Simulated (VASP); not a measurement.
A run of VASP 6.6.1 is set up as follows.

The input INCAR:

```
PREC = Accurate
ENCUT = 520
EDIFF = 1E-6
ISMEAR = -1
SIGMA = 0.15
LREAL = F
LASPH = T
NELM = 60
ALGO = Normal
ISIF = 2
LWAVE = F
LCHARG = F
GGA = CA
NBANDS = 14
```

The input KPOINTS:

```
regular mesh
0
Gamma
  16 16 14
```

File POSCAR:

```
AlNi
1.0
    1.9894225615     -1.9894225615      0.0000000000
    1.9894225615      1.9894225615      0.0000000000
    0.0000000000      0.0000000000      2.8161051191
Al Ni
1 1
Direct
    0.0000000000      0.0000000000      0.0000000000
    0.5000000000      0.5000000000      0.5000000000
```

Potentials or basis: VASP PAW LDA potentials, release 64 (Al, Ni).

The run is started by

```sh
$ cat potpaw_LDA.64/Al/POTCAR potpaw_LDA.64/Ni/POTCAR > POTCAR
$ mpirun -np 1 vasp_std > vasp.out
```

(1) Estimate the pressure.

Results:

(1) 4.3 GPa.
